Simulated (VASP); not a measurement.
# KMgPd3 (Pm-3m) in VASP: single point with PBE

Aim: the single point of KMgPd3 with PBE.

Everything below comes from runs of VASP 6.6.1. Logs are shortened: lines on timing, memory, paths and dates and some standing lists are left out, and cuts for length are marked.

## 1. The cell of the first run

Symmetry: Pm-3m, No. 221, cubic system. The conventional cell has a = 4.775 Å, b = 4.775 Å, c = 4.775 Å, α = 90.00°, β = 90.00°, γ = 90.00°. Within 4.4 Å of K (site symmetry m-3m) lie 12 Pd at 3.38 Å and 8 Mg at 4.14 Å. Mg (site symmetry m-3m) has 6 Pd at 2.39 Å within 3.2 Å. Pd (site symmetry 4/mmm) has 2 Mg at 2.39 Å within 3.2 Å.

The cell was built from a structure type or drawn by symmetry, and may not be a known phase.

## 2. Single point, PBE

The input, INCAR:

```
ALGO = Normal
EDIFF = 1E-6
ENCUT = 600
GGA = PE
GGA_COMPAT = F
ISIF = 2
ISMEAR = 0
LASPH = T
LCHARG = F
LREAL = F
LWAVE = F
NBANDS = 28
NELM = 120
PREC = Accurate
SIGMA = 0.1
```

The input, KPOINTS:

```
k-points
0
Gamma
  4 4 4
```

The input, POSCAR:

```
KMgPd3
1.0
    4.7753799200      0.0000000000      0.0000000000
    0.0000000000      4.7753799200      0.0000000000
    0.0000000000      0.0000000000      4.7753799200
K Mg Pd
1 1 3
Direct
    0.0000000000      0.0000000000      0.0000000000
    0.5000000000      0.5000000000      0.5000000000
    0.0000000000      0.5000000000      0.5000000000
    0.5000000000      0.0000000000      0.5000000000
    0.5000000000      0.5000000000      0.0000000000
```

Potentials or basis: VASP PAW PBE potentials, release 64 (K_sv, Mg, Pd).

On the command line:

```console
$ cat potpaw_PBE.64/K_sv/POTCAR potpaw_PBE.64/Mg/POTCAR potpaw_PBE.64/Pd/POTCAR > POTCAR
$ mpirun -np 1 vasp_std > vasp.out
```

OUTCAR:

```text
EDIFF = 1E-6
   ENCUT = 600
   GGA = PE
   ISIF = 2
   ISMEAR = 0
   LASPH = T
   LREAL = F
   NELM = 120
   PREC = Accurate

 ion  position               nearest neighbor table
   1  0.000  0.000  0.000-   3 3.38   4 3.38   5 3.38   3 3.38   4 3.38   3 3.38   5 3.38   3 3.38
                             4 3.38   5 3.38   4 3.38   5 3.38
   2  0.500  0.500  0.500-   3 2.39   4 2.39   5 2.39   5 2.39   4 2.39   3 2.39
   3  0.000  0.500  0.500-   2 2.39   2 2.39   4 3.38   5 3.38   1 3.38   5 3.38   1 3.38   4 3.38
                             1 3.38   1 3.38   4 3.38   5 3.38   5 3.38   4 3.38
   4  0.500  0.000  0.500-   2 2.39   2 2.39   3 3.38   5 3.38   1 3.38   5 3.38   1 3.38   3 3.38
                             5 3.38   5 3.38   1 3.38   3 3.38   1 3.38   3 3.38
   5  0.500  0.500  0.000-   2 2.39   2 2.39   3 3.38   4 3.38   1 3.38   3 3.38   4 3.38   1 3.38
                             4 3.38   4 3.38   1 3.38   3 3.38   3 3.38   1 3.38

  LATTYP: Found a simple cubic cell.
 ALAT       =     4.7753799200

  Lattice vectors:

 A1 = (   4.7753799200,   0.0000000000,   0.0000000000)
 A2 = (   0.0000000000,   4.7753799200,   0.0000000000)
 A3 = (   0.0000000000,   0.0000000000,   4.7753799200)

Analysis of symmetry for initial positions (statically):
=====================================================================
 Subroutine PRICEL returns:
 Original cell was already a primitive cell.

 Routine SETGRP: Setting up the symmetry group for a
 simple cubic supercell.

 Subroutine GETGRP returns: Found 48 space group operations
 (whereof 48 operations were pure point group operations)
 out of a pool of 48 trial point group operations.

The static configuration has the point symmetry O_h .

Analysis of symmetry for dynamics (positions and initial velocities):
=====================================================================
 Subroutine PRICEL returns:
 Original cell was already a primitive cell.

 Routine SETGRP: Setting up the symmetry group for a
 simple cubic supercell.

 Subroutine GETGRP returns: Found 48 space group operations
 (whereof 48 operations were pure point group operations)
 out of a pool of 48 trial point group operations.

The dynamic configuration has the point symmetry O_h .

 Subroutine INISYM returns: Found 48 space group operations
 (whereof 48 operations are pure point group operations),
 and found     1 'primitive' translations

----------------------------------------------------------------------------------------

                                     Primitive cell

  volume of cell :     108.8990

  direct lattice vectors                    reciprocal lattice vectors
     4.775379920  0.000000000  0.000000000     0.209407422  0.000000000  0.000000000
     0.000000000  4.775379920  0.000000000     0.000000000  0.209407422  0.000000000
     0.000000000  0.000000000  4.775379920     0.000000000  0.000000000  0.209407422

  length of vectors
     4.775379920  4.775379920  4.775379920     0.209407422  0.209407422  0.209407422

  position of ions in fractional coordinates (direct lattice)
     0.000000000  0.000000000  0.000000000
     0.500000000  0.500000000  0.500000000
     0.000000000  0.500000000  0.500000000
     0.500000000  0.000000000  0.500000000
     0.500000000  0.500000000  0.000000000

  ion indices of the primitive-cell ions
   primitive index   ion index
                 1           1
                 2           2
                 3           3
                 4           4
                 5           5

----------------------------------------------------------------------------------------

 KPOINTS: k-points

Automatic generation of k-mesh.
 Grid dimensions read from file:
 generate k-points for:    4    4    4

 Generating k-lattice:

  Cartesian coordinates                     Fractional coordinates (reciprocal lattice)
     0.052351856  0.000000000  0.000000000     0.250000000  0.000000000  0.000000000
     0.000000000  0.052351856  0.000000000     0.000000000  0.250000000  0.000000000
     0.000000000  0.000000000  0.052351856     0.000000000  0.000000000  0.250000000

  Length of vectors
     0.052351856  0.052351856  0.052351856

  Shift w.r.t. Gamma in fractional coordinates (k-lattice)
     0.000000000  0.000000000  0.000000000

 Subroutine IBZKPT returns following result:
 ===========================================

 Found     10 irreducible k-points:

 Following reciprocal coordinates:
            Coordinates               Weight
  0.000000  0.000000  0.000000      1.000000
  0.250000  0.000000  0.000000      6.000000
  0.500000  0.000000  0.000000      3.000000
  0.250000  0.250000  0.000000     12.000000
  0.500000  0.250000  0.000000     12.000000
  0.500000  0.500000  0.000000      3.000000
  0.250000  0.250000  0.250000      8.000000
  0.500000  0.250000  0.250000     12.000000
  0.500000  0.500000  0.250000      6.000000
  0.500000  0.500000  0.500000      1.000000
   k-points           NKPTS =     10   k-points in BZ     NKDIM =     10   number of bands    NBANDS=     28
   number of dos      NEDOS =    301   number of ions     NIONS =      5
   total plane-waves  NPLWV =  64000
   dimension x,y,z NGX =    40 NGY =   40 NGZ =   40
   dimension x,y,z NGXF=    80 NGYF=   80 NGZF=   80
   ions per type =               1   1   3
   NGX,Y,Z   is equivalent  to a cutoff of  13.93, 13.93, 13.93 a.u.
   NGXF,Y,Z  is equivalent  to a cutoff of  27.85, 27.85, 27.85 a.u.
 SYSTEM =  unknown system
   PREC   = accura    normal or accurate (medium, high low for compatibility)
   ISTART =      0    job   : 0-new  1-cont  2-samecut
   ICHARG =      2    charge: 1-file 2-atom 10-const
   ISPIN  =      1    spin polarized calculation?
   LNONCOLLINEAR =      F non collinear calculations
   LSORBIT =      F    spin-orbit coupling
   LASPH  =      T    aspherical Exc in radial PAW
   ENCUT  =  600.0 eV  44.10 Ry    6.64 a.u.   9.54  9.54  9.54*2*pi/ulx,y,z
   NELM   =    120;   NELMIN=  2; NELMDL= -5     # of ELM steps
   EDIFF  = 0.1E-05   stopping-criterion for ELM
   LREAL  =      F    real-space projection
[... 7 lines left out ...]
   TEBEG  =    0.0;   TEEND  =   0.0 temperature during run
   PSTRESS=    0.0 pullay stress
   NELECT =      41.0000    total number of electrons
   NUPDOWN=      -1.0000    fix difference up-down
   EMIN   =  10.00;   EMAX   =-10.00  energy-range for DOS
   EFERMI =   0.00;   METHOD = LEGACY
   ISMEAR =     0;   SIGMA  =   0.10  broadening in eV -4-tet -1-fermi 0-gaus
   EFERMI_NEDOS =   21; number of points for ismear=-14 and -15
   IALGO  =     38    algorithm
   IMIX   =      4    mixing-type and parameters
     AMIX     =   0.40;   BMIX     =  1.00
     AMIX_MAG =   1.60;   BMIX_MAG =  1.00
  volume/ion in A,a.u.               =      21.78       146.98
  Fermi-wavevector in a.u.,A,eV,Ry     =   1.182120  2.233883 19.012882  1.397407
  Thomas-Fermi vector in A             =   2.318380
   LORBIT       =      0    0 simple, 1 ext, 2 COOP (PROOUT), +10 PAW based schemes
   GGA     = PE    functional components
   LHFCALC =     F    Hartree Fock is set to
   AEXX    =    0.0000 exact exchange contribution
   IVDW    =     0    specifies the selected vdW correction
   LEPSILON=     F    determine dielectric tensor
   LRPA    =     F    only Hartree local field effects (RPA)
 non-spin polarized calculation
 Gauss-broadening in eV      SIGMA  =   0.10
  energy-cutoff  :      600.00
  volume of cell :      108.90
 maximum number of plane-waves:      3695
 NGX is ok and might be reduce to    40
   NGX = 19   NGY = 19   NGZ = 19

 number of electron      40.9999987 magnetization

 Free energy of the ion-electron system (eV)
  ---------------------------------------------------
  ext. energy  EPLUGINS =         0.00000000
  ---------------------------------------------------
  free energy    TOTEN  =       -17.17512750 eV

  energy without entropy =      -17.17181176  energy(sigma->0) =      -17.17346963

 E-fermi :   3.7826     XC(G=0):  -9.9417

 val. band max:        3.7142006989   @ k =   0.2500   0.0000   0.0000
 cond. band min:       4.0710421530   @ k =   0.2500   0.2500   0.0000
 fundamental gap:      0.3568414541
 Fermi energy:         3.7825949487

 k-point     1 :       0.0000    0.0000    0.0000
  band No.  band energies     occupation
      1     -25.5965      2.00000
      2      -9.1356      2.00000
      3      -9.1356      2.00000
      4      -9.1356      2.00000
      5      -1.7874      2.00000
      6       0.8268      2.00000
[... 20 lines left out ...]
     27      12.0805      0.00000
     28      12.0806      0.00000

 k-point     2 :       0.2500    0.0000    0.0000
  band No.  band energies     occupation
      1     -25.5957      2.00000
      2      -9.1677      2.00000
      3      -9.1367      2.00000
      4      -9.1367      2.00000
      5      -1.4139      2.00000
      6       0.8796      2.00000
[... 20 lines left out ...]
     27      10.6645      0.00000
     28      10.6645      0.00000

 k-point     3 :       0.5000    0.0000    0.0000
  band No.  band energies     occupation
      1     -25.5948      2.00000
      2      -9.1993      2.00000
      3      -9.1378      2.00000
      4      -9.1378      2.00000
      5      -0.8712      2.00000
      6       0.9377      2.00000
[... 20 lines left out ...]
     27      10.1108      0.00000
     28      10.5632      0.00000

 k-point     4 :       0.2500    0.2500    0.0000
  band No.  band energies     occupation
      1     -25.5949      2.00000
      2      -9.1687      2.00000
      3      -9.1604      2.00000
      4      -9.1375      2.00000
      5      -1.0626      2.00000
      6       0.9598      2.00000
[... 20 lines left out ...]
     27      10.2184      0.00000
     28      11.0983      0.00000

 k-point     5 :       0.5000    0.2500    0.0000
  band No.  band energies     occupation
      1     -25.5942      2.00000
      2      -9.1920      2.00000
      3      -9.1614      2.00000
      4      -9.1384      2.00000
      5      -0.5295      2.00000
      6       0.8273      2.00000
[... 20 lines left out ...]
     27      10.2375      0.00000
     28      10.8155      0.00000

 k-point     6 :       0.5000    0.5000    0.0000
  band No.  band energies     occupation
      1     -25.5935      2.00000
      2      -9.1848      2.00000
      3      -9.1848      2.00000
      4      -9.1390      2.00000
      5       0.0982      2.00000
      6       0.6425      2.00000
[... 20 lines left out ...]
     27       9.2226      0.00000
     28      11.6057      0.00000

 k-point     7 :       0.2500    0.2500    0.2500
  band No.  band energies     occupation
      1     -25.5943      2.00000
      2      -9.1691      2.00000
      3      -9.1574      2.00000
      4      -9.1574      2.00000
      5      -0.7531      2.00000
      6       0.9397      2.00000
[... 20 lines left out ...]
     27      10.6644      0.00000
     28      10.6644      0.00000

 k-point     8 :       0.5000    0.2500    0.2500
  band No.  band energies     occupation
      1     -25.5936      2.00000
      2      -9.1849      2.00000
      3      -9.1618      2.00000
      4      -9.1544      2.00000
      5      -0.2745      2.00000
      6       0.5595      2.00000
[... 20 lines left out ...]
     27      11.5971      0.00000
     28      11.7530      0.00000

 k-point     9 :       0.5000    0.5000    0.2500
  band No.  band energies     occupation
      1     -25.5931      2.00000
      2      -9.1777      2.00000
      3      -9.1777      2.00000
      4      -9.1549      2.00000
      5       0.1734      2.00000
      6       0.3853      2.00000
[... 20 lines left out ...]
     27      11.9298      0.00000
     28      12.3115      0.00000

 k-point    10 :       0.5000    0.5000    0.5000
  band No.  band energies     occupation
      1     -25.5926      2.00000
      2      -9.1706      2.00000
      3      -9.1706      2.00000
      4      -9.1706      2.00000
      5       0.2049      2.00000
      6       0.2049      2.00000
[... 20 lines left out ...]
     27      11.5200      0.00000
     28      12.6613      0.00000

------------------------ aborting loop because EDIFF is reached ----------------------------------------

  FORCE on cell =-STRESS in cart. coord.  units (eV):
  Direction    XX          YY          ZZ          XY          YZ          ZX
  --------------------------------------------------------------------------------------
  -------------------------------------------------------------------------------------
  Total        2.0717758      2.0717758      2.0717758      0.0000000     -0.0000000      0.0000000
  in kB       30.4810237     30.4810237     30.4810237      0.0000000     -0.0000000      0.0000000
  external PRESSURE =      30.4810237 kB  Pullay stress =       0.0000000 kB

 VOLUME and BASIS-vectors are now :
 -----------------------------------------------------------------------------
  energy-cutoff  :      600.00
  volume of cell :      108.90
      direct lattice vectors                 reciprocal lattice vectors
     4.775379920  0.000000000  0.000000000     0.209407422  0.000000000  0.000000000
     0.000000000  4.775379920  0.000000000     0.000000000  0.209407422  0.000000000
     0.000000000  0.000000000  4.775379920     0.000000000  0.000000000  0.209407422

 POSITION                                       TOTAL-FORCE (eV/Angst)
 -----------------------------------------------------------------------------------
      0.00000      0.00000      0.00000         0.000000      0.000000      0.000000
      2.38769      2.38769      2.38769         0.000000      0.000000      0.000000
      0.00000      2.38769      2.38769         0.000000      0.000000      0.000000
      2.38769      0.00000      2.38769         0.000000      0.000000      0.000000
      2.38769      2.38769      0.00000         0.000000      0.000000      0.000000
 -----------------------------------------------------------------------------------
    total drift:                               -0.000000     -0.000000     -0.000000

  FREE ENERGIE OF THE ION-ELECTRON SYSTEM (eV)
  ---------------------------------------------------
  free  energy   TOTEN  =       -17.1751275027 eV

  energy  without entropy=      -17.1718117601  energy(sigma->0) =      -17.17346963
```

Run time: 62 s. Hardware: 1 thread of Intel Xeon Platinum 8375C at 2.90GHz (Ice Lake), shared host; peak memory 0.26 GiB.

Results:

- Free energy: -17.1751 eV
- Pressure: 3.0 GPa
- Band gap on the k mesh: zero (an odd number of electrons rules out a gap without spin polarisation)

Caveat: the cell stands under pressure.
